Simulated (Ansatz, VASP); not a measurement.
## One calculation of Gd, two programs

```
CELL_PARAMETERS angstrom
-2.02325 2.02325 2.02325
2.02325 -2.02325 2.02325
2.02325 2.02325 -2.02325
ATOMIC_POSITIONS crystal
Gd 0.00000 0.00000 0.00000
```

Alike in both runs: task single point; functional PBE; k mesh 14 × 14 × 14; occupations gaussian, width 0.05 eV; collinear spin.

```csv
,VASP,Ansatz
version,VASP 6.6.1,Ansatz 0.2.0
potentials or method,"VASP PAW PBE potentials, release 64 (Gd), cutoff 520 eV","scalar-relativistic, plane waves, PAW"
valence electrons in the cell,18,18
```

VASP gave:

* gap on the k mesh at the Fermi level (eV): none
* pressure (GPa): 0.0
* net moment per atom (μB): 7.64
* size of the moment on the site where the two differ most (μB): 7.01

**Question.** Which values does Ansatz return?

**Answer.** gap on the k mesh at the Fermi level (eV): none; pressure (GPa): 0.0; net moment per atom (μB): 7.64; size of the moment on the site where the two differ most (μB): 7.35.

Site moments also hang on the region over which each program counts them. A gap of «none» marks a metal or a gap that the smearing closes. Ansatz's warnings: given moment on shells.

Spin-orbit coupling is off throughout.
